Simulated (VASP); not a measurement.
Set up this calculation in VASP 6.6.1, as the native input.

```
Task                   : single point
Functional             : r2SCAN
Dispersion             : D4
Potentials or basis    : VASP PAW PBE potentials, release 64 (Mn_pv, O)
Cutoff                 : 520 eV
k mesh                 : 10 × 10 × 10
Occupations            : fermi-dirac, width 0.05 eV
Spin                   : collinear spin, ferromagnetic start
Starting moments       : [4.0, 0.0] μB
Dipole correction      : no
Further INCAR settings : ALGO = Normal; EDIFF = 1e-07; NBANDS = 20
```

The system is MnO.

```xyz
2
Lattice="0.0000 2.2199 2.2199 2.2199 0.0000 2.2199 2.2199 2.2199 0.0000" Properties=species:S:1:pos:R:3 pbc="T T T"
Mn    0.0000    0.0000    0.0000
O     2.2199    2.2199    2.2199
```

The input as run:

POSCAR

```
MnO
1.0
    0.0000000000      2.2199421236      2.2199421236
    2.2199421236      0.0000000000      2.2199421236
    2.2199421236      2.2199421236      0.0000000000
Mn O
1 1
Direct
    0.0000000000      0.0000000000      0.0000000000
    0.5000000000      0.5000000000      0.5000000000
```

INCAR.step1

```
PREC     = Accurate       # precision mode
ENCUT    = 520            # plane-wave cutoff, eV
ISMEAR   = -1             # smearing method
SIGMA    = 0.05           # smearing width, eV
LREAL    = F              # projectors in reciprocal space
LASPH    = T              # aspherical terms in the spheres
NELM     = 150            # most SCF steps
ISPIN    = 2              # spin polarisation
MAGMOM   = 4 0            # initial moments
LMAXMIX  = 4              # l up to which the mixer works
NBANDS   = 20             # bands
GGA      = PE             # functional
ALGO     = Normal         # electronic algorithm
EDIFF    = 1E-4           # SCF threshold, eV
LWAVE    = T              # write WAVECAR
LCHARG   = F              # write CHGCAR
```

INCAR.step2

```
PREC     = Accurate       # precision mode
ENCUT    = 520            # plane-wave cutoff, eV
EDIFF    = 1E-7           # SCF threshold, eV
ISMEAR   = -1             # smearing method
SIGMA    = 0.05           # smearing width, eV
LREAL    = F              # projectors in reciprocal space
LASPH    = T              # aspherical terms in the spheres
NELM     = 150            # most SCF steps
ALGO     = Normal         # electronic algorithm
ISIF     = 2              # what is computed and relaxed
LWAVE    = F              # write WAVECAR
LCHARG   = F              # write CHGCAR
ISPIN    = 2              # spin polarisation
MAGMOM   = 4 0            # initial moments
LORBIT   = 11             # projections on sites
LMAXMIX  = 4              # l up to which the mixer works
METAGGA  = R2SCAN         # meta-GGA
LMIXTAU  = T            
IVDW     = 13             # dispersion correction
VDW_S6   = 1.0          
VDW_S8   = 0.6018749    
VDW_A1   = 0.51559235   
VDW_A2   = 5.77342911   
NBANDS   = 20             # bands
ISTART   = 1
```

KPOINTS

```
Automatic mesh
0
Gamma
  10 10 10
```

Potentials or basis: VASP PAW PBE potentials, release 64 (Mn_pv, O).

Run with:

```bash
$ cat potpaw_PBE.64/Mn_pv/POTCAR potpaw_PBE.64/O/POTCAR > POTCAR
$ cp INCAR.step1 INCAR
$ mpirun -np 1 vasp_std > vasp.out
$ cp INCAR.step2 INCAR
$ mpirun -np 1 vasp_std > vasp.out
```

Results of the run:

```
Pressure                                              : 0.2 GPa
Band gap on the k mesh                                : zero (filled and empty bands overlap)
Net moment                                            : 5.00 μB per cell
Site moments                                          : Mn +4.54; O +0.23 μB
Valence electrons inside the program's atomic spheres : Mn 11.35; O 5.03
Dispersion energy per atom                            : -0.120 eV
```

Caveat: the PAW data sets were made with another functional, which shifts forces and pressure a little; a cell with one magnetic atom can't hold antiferromagnetic order, which such compounds often take; semilocal functionals often make such compounds metallic where correlation or magnetic order opens a gap, which also shifts bond lengths; pairwise dispersion overbinds metals, which lowers pressure and volume.

It took 58 s on 1 thread of Intel(R) Xeon(R) 6975P-C (Granite Rapids), on a shared host, peak memory 0.17 GiB.
